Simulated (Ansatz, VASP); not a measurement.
# Cd: VASP beside Ansatz

Contents of INCAR:

```
PREC = Accurate ; ENCUT = 520
EDIFF = 1E-7 ; ISMEAR = 1
SIGMA = 0.3 ; LREAL = False
LASPH = True ; NELM = 60
ALGO = Normal ; ISIF = 2
LWAVE = False ; LCHARG = True
GGA = PE ; LELF = True
LVHAR = True ; NBANDS = 19
```

KPOINTS

```
regular mesh
0
Gamma
  12 12 6
```

File POSCAR:

```
Cd
1.0
    3.0007103730      0.0000000000      0.0000000000
   -1.5003551865      2.5986914124      0.0000000000
    0.0000000000      0.0000000000      5.9261569577
Cd
2
Direct
    0.3333333333      0.6666666667      0.2500000000
    0.6666666667      0.3333333333      0.7500000000
```

Input for Ansatz:

```yaml
crystal:
  lattice:
    - [3.000710373, 0.0, 0.0]
    - [-1.5003551865, 2.5986914124, 0.0]
    - [0.0, 0.0, 5.9261569577]
  atoms:
    - { symbol: Cd, position: [0.3333333333, 0.6666666667, 0.25] }
    - { symbol: Cd, position: [0.6666666667, 0.3333333333, 0.75] }
hamiltonian:
  xc: pbe
  pseudopotentials:
    kind: paw
    azcp:
      Cd: "pseudopotentials/Cd.paw.azcp"
basis:
  ecutwfc: 420
  fft_grid_basis: typed
kpoints:
  mp_grid: { grid: [12, 12, 6], shift: [0, 0, 0] }
magnetization:
  spin_polarized: false
scf:
  occupations: { method: methfessel_paxton, width: 0.3 }
  lower_state_search: "off"
output:
  stress: true
  write_density: true
  write_potential: true
  elf: true
  volumetric_format: npy
```

Alike in both runs: task single point; functional PBE; k mesh 12 × 12 × 6; occupations methfessel-paxton of order 1, width 0.3 eV; no spin polarisation.

|  | VASP | Ansatz |
| --- | --- | --- |
| version | VASP 6.6.1 | Ansatz 0.2.0 |
| potentials or method | VASP PAW PBE potentials, release 64 (Cd), cutoff 520 eV | plane waves (420 eV) with PAW, scalar-relativistic |
| valence electrons in the cell | 24 | 40 |

VASP gave:

* pressure (GPa): 0.2
* traceless stress, the component that is largest in VASP (GPa): 0.03

Problem. Which values does Ansatz return?

Solution. Pressure (GPa): -0.1; traceless stress, the component that is largest in VASP (GPa): 0.16.

The functional is the same, so the differences come from potentials, cutoffs and numerics. VASP's potentials hold 24 valence electrons a cell and Ansatz's 40, so a difference there can come from the potentials and not from the codes.
